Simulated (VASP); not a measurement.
# Zn35O36 (a cell with a defect): single point with PBE

The system is Zn35O36 (a cell with a defect).

```xyz
71
Lattice="9.8384 0.0000 0.0000 -4.9192 8.5203 0.0000 0.0000 0.0000 10.5875" Properties=species:S:1:pos:R:3 pbc="T T T"
Zn   -0.0006    1.8938    7.9103
Zn   -1.6338    4.7369    2.6877
Zn   -1.6396    4.7336    7.9264
Zn   -3.2795    7.6222    2.6734
Zn   -3.2795    7.5729    7.9103
Zn    3.2374    1.8691    2.6734
Zn    3.2801    1.8938    7.9103
Zn    1.6397    4.7274    2.6634
Zn    1.6397    4.7229    7.9344
Zn   -0.0053    7.5767    2.6634
Zn   -0.0092    7.5789    7.9344
Zn    6.5590    1.8866    2.6877
Zn    6.5590    1.8933    7.9264
Zn    4.9133    4.7369    2.6877
Zn    4.9191    4.7336    7.9264
Zn    3.2848    7.5767    2.6634
Zn    3.2887    7.5789    7.9344
Zn    0.0421    1.8691    2.6734
Zn    1.6397    0.9467   10.4419
Zn    0.0145    3.7352    5.2730
Zn   -0.0046    3.7891   10.6010
Zn   -1.6772    6.6653    5.2730
Zn   -1.6401    6.6218   10.6010
Zn    4.8673    0.9599    5.2730
Zn    4.9235    0.9496   10.6010
Zn    3.2650    3.7352    5.2730
Zn    3.2841    3.7891   10.6010
Zn    1.6397    6.6269    5.3042
Zn    1.6397    6.6269   10.5973
Zn    8.2506    0.9599    5.2730
Zn    8.1944    0.9496   10.6010
Zn    6.5590    3.7868    5.2637
Zn    6.5590    3.7868   10.5985
Zn    4.9566    6.6653    5.2730
Zn    4.9196    6.6218   10.6010
O     1.6397    0.9467    1.8963
O     1.6397    0.9467    7.7199
O     0.0032    3.8048    1.9977
O    -0.0018    3.7977    7.2967
O    -1.6226    6.6207    1.9977
O    -1.6312    6.6199    7.2967
O     4.9331    0.9349    1.9977
O     4.9295    0.9428    7.2967
O     3.2763    3.8048    1.9977
O     3.2812    3.7977    7.2967
O     1.6397    6.6269    2.0077
O     1.6397    6.6269    7.3139
O     8.1848    0.9349    1.9977
O     8.1884    0.9428    7.2967
O     6.5590    3.7868    2.0107
O     6.5590    3.7868    7.2920
O     4.9021    6.6207    1.9977
O     4.9107    6.6199    7.2967
O    -0.1306    1.9688    4.5739
O    -0.0488    1.9216    9.9631
O    -1.6300    4.7391    4.6723
O    -1.6441    4.7310    9.9349
O    -3.2795    7.4228    4.5739
O    -3.2795    7.5173    9.9631
O     3.4101    1.9688    4.5739
O     3.3283    1.9216    9.9631
O     1.6397    4.7482    4.6624
O     1.6397    4.7387    9.9413
O     0.0127    7.5663    4.6624
O     0.0045    7.5710    9.9413
O     6.5590    1.8822    4.6723
O     6.5590    1.8985    9.9349
O     4.9095    4.7391    4.6723
O     4.9236    4.7310    9.9349
O     3.2668    7.5663    4.6624
O     3.2750    7.5710    9.9413
```

```json
{
 "Program": "VASP 6.6.1",
 "Task": "single point",
 "Functional": "PBE",
 "Potentials or basis": "VASP PAW PBE potentials, release 64 (Zn, O)",
 "Cutoff": "520 eV",
 "k mesh": "1 × 1 × 1",
 "Occupations": "gaussian, width 0.02 eV",
 "Spin": "no spin polarisation",
 "Dipole correction": "no",
 "Charge": "-2",
 "Further INCAR settings": "LREAL = Auto; ALGO = Normal; EDIFF = 1e-06; NBANDS = 359; NELECT = 638.0"
}
```

| Property | Result |
| --- | --- |
| Largest force | 0.062 eV/Å |

Forces in eV/Å, atoms in the order of the input:
```
Zn  -0.030  0.017 -0.006
Zn  -0.001  0.000 -0.006
Zn  -0.003 -0.002  0.003
Zn   0.000  0.003 -0.035
Zn   0.000 -0.035 -0.006
Zn  -0.002 -0.001 -0.035
Zn   0.030  0.017 -0.006
Zn   0.000 -0.001 -0.003
Zn   0.000  0.002  0.005
Zn  -0.001  0.000 -0.003
Zn   0.002 -0.001  0.005
Zn   0.000  0.001 -0.006
Zn   0.000  0.004  0.003
Zn   0.001  0.000 -0.006
Zn   0.003 -0.002  0.003
Zn   0.001  0.000 -0.003
Zn  -0.002 -0.001  0.005
Zn   0.002 -0.001 -0.035
Zn   0.000  0.000 -0.009
Zn   0.007  0.024  0.016
Zn   0.001  0.011 -0.004
Zn   0.024 -0.006  0.016
Zn   0.010 -0.005 -0.004
Zn   0.018 -0.018  0.016
Zn   0.009 -0.006 -0.004
Zn  -0.007  0.024  0.016
Zn  -0.001  0.011 -0.004
Zn   0.000  0.000  0.007
Zn   0.000  0.000 -0.002
Zn  -0.018 -0.018  0.016
Zn  -0.009 -0.006 -0.004
Zn   0.000  0.000  0.003
Zn   0.000  0.000  0.004
Zn  -0.024 -0.006  0.016
Zn  -0.010 -0.005 -0.004
O    0.000  0.000 -0.029
O    0.000  0.000 -0.039
O   -0.005 -0.011  0.005
O   -0.001  0.001 -0.008
O   -0.012  0.001  0.005
O    0.000 -0.001 -0.008
O   -0.007  0.010  0.005
O    0.001  0.001 -0.008
O    0.005 -0.011  0.005
O    0.001  0.001 -0.008
O    0.000  0.000  0.009
O    0.000  0.000 -0.001
O    0.007  0.010  0.005
O   -0.001  0.001 -0.008
O    0.000  0.000  0.004
O    0.000  0.000 -0.002
O    0.012  0.001  0.005
O    0.000 -0.001 -0.008
O    0.050 -0.029  0.023
O    0.000  0.000 -0.010
O    0.011  0.006  0.024
O    0.002  0.001 -0.004
O    0.000  0.057  0.023
O    0.000  0.000 -0.010
O   -0.050 -0.029  0.023
O    0.000  0.000 -0.010
O    0.000  0.003  0.008
O    0.000 -0.002 -0.002
O    0.003 -0.001  0.008
O   -0.002  0.001 -0.002
O    0.000 -0.013  0.024
O    0.000 -0.003 -0.004
O   -0.011  0.006  0.024
O   -0.002  0.001 -0.004
O   -0.003 -0.001  0.008
O    0.002  0.001 -0.002
```

Levels at points of the mesh, in eV from the Fermi level:
```csv
k point,band 316,band 317,band 318,band 319,band 320,band 321,band 322,band 323
"(0.00, 0.00, 0.00)",-0.53,-0.44,-0.11,-0.11,0.38,2.91,3.05,3.64
```

Wall time 9.6 min on 1 thread of AMD EPYC 9R14 (Zen 4), on a shared host, peak memory 0.94 GiB.

Caveat: the k points lie up to 0.74 Å⁻¹ apart; the cell carries a net charge on a neutralising background, which shifts energy and pressure; the cell is charged against a uniform background, so pressure and absolute levels hang on convention.
